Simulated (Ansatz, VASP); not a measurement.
Br in VASP and in Ansatz

```
Br
1.0
     3.27514    2.34311    0.00000
     3.27514   -2.34311    0.00000
     0.00000    0.00000   -8.54974
Br
4
Direct
  0.13000 0.87000 0.90000
  0.37000 0.63000 0.40000
  0.87000 0.13000 0.10000
  0.63000 0.37000 0.60000
```

Alike in both runs: task single point; functional PBE; k mesh 5 × 5 × 2; occupations fermi-dirac, width 0.0464 eV; no spin polarisation.

|  | VASP | Ansatz |
| --- | --- | --- |
| version | VASP 6.6.1 | Ansatz 0.2.0 |
| potentials or method | VASP PAW PBE potentials, release 64 (Br), cutoff 520 eV | PAW plane waves |
| valence electrons in the cell | 28 | 28 |

```csv
,VASP,Ansatz,Ansatz less VASP
gap on the k mesh at the Fermi level (eV),2.72,2.72,+0.001
pressure (GPa),9.5,9.5,-0.06
"traceless stress, the component that is largest in VASP (GPa)",8.28,8.21,-0.065
rms of the force components (eV/Å),2.904,2.881,-0.0228
```

Atom by atom the forces differ by 0.023 eV/Å (rms over components).
